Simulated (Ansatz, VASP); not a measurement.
**One calculation of Pb, two programs**

```
Pb
1.0
     3.37560    0.00000    0.00000
    -1.68780    2.92336    0.00000
     0.00000    0.00000    5.59000
Pb
2
Direct
  0.33333 0.66667 0.25000
  0.66667 0.33333 0.75000
```

Change from the starting cell: equal xx and yy strain of -3 %, crystal datasets.

Alike in both runs: task electric field gradients; functional PBEsol; k mesh 12 × 12 × 7; occupations fermi-dirac, width 0.05 eV; no spin polarisation.

|  | VASP | Ansatz |
| --- | --- | --- |
| version | VASP 6.6.1 | Ansatz 0.2.0 |
| potentials or method | VASP PAW PBE potentials, release 64 (Pb_d), cutoff 520 eV | all-electron PAW with datasets made for the crystal, scalar-relativistic |

Ansatz gave:

| Item | Value |
| --- | --- |
| pressure (GPa) | 4.8 |
| traceless stress, the component that is largest in VASP (GPa) | -0.22 |
| size of Vzz on the site where it differs most (V/Å²) | 15.4 |

Question: Which values does VASP return?

Answer: Pressure (GPa): 4.7; traceless stress, the component that is largest in VASP (GPa): -0.20; size of Vzz on the site where it differs most (V/Å²): 14.2.

VASP's potentials were made for PBE, not for PBEsol. Ansatz ran all-electron here, and VASP with PAW potentials.

Neither program's run includes spin-orbit coupling.
